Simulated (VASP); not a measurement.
Si2Ni (fluorite type): single point with LDA

The system is Si2Ni (fluorite type).

```
Ni Si
1.0
     0.00000    2.28110    2.28110
     2.28110    0.00000    2.28110
     2.28110    2.28110    0.00000
Ni Si
1 2
Direct
  0.00000 0.00000 0.00000
  0.25000 0.25000 0.25000
  0.75000 0.75000 0.75000
```

This cell differs from its parent crystal: volume scaled by 0.62.

```json
{
  "Program": "VASP 6.6.1",
  "Task": "single point",
  "Functional": "LDA",
  "Potentials or basis": "VASP PAW LDA potentials, release 64 (Ni, Si)",
  "Cutoff": "520 eV",
  "k mesh": "11 × 11 × 11",
  "Occupations": "fermi-dirac, width 0.05 eV",
  "Spin": "no spin polarisation"
}
```

| Property | Result |
| --- | --- |
| Pressure | 235.0 GPa |
| Band gap on the k mesh | zero (band 9 reaches 21.03 eV, above the bottom of band 10 at 19.92 eV) |

Levels at points of the mesh, in eV from the Fermi level:
| k point | band 5 | band 6 | band 7 | band 8 | band 9 | band 10 | band 11 | band 12 | band 13 | band 14 |
| --- | --- | --- | --- | --- | --- | --- | --- | --- | --- | --- |
| (0.00, 0.00, 0.00) | -7.80 | -7.80 | 0.54 | 0.54 | 0.54 | 2.35 | 2.35 | 2.35 | 4.70 | 6.09 |

It took 30 s on 1 thread of AMD EPYC 7R13 Processor (Zen 3) (shared host), peak memory 0.11 GiB.

 Spin polarisation is off, so any magnetic state and its effect on volume and gap are missing.
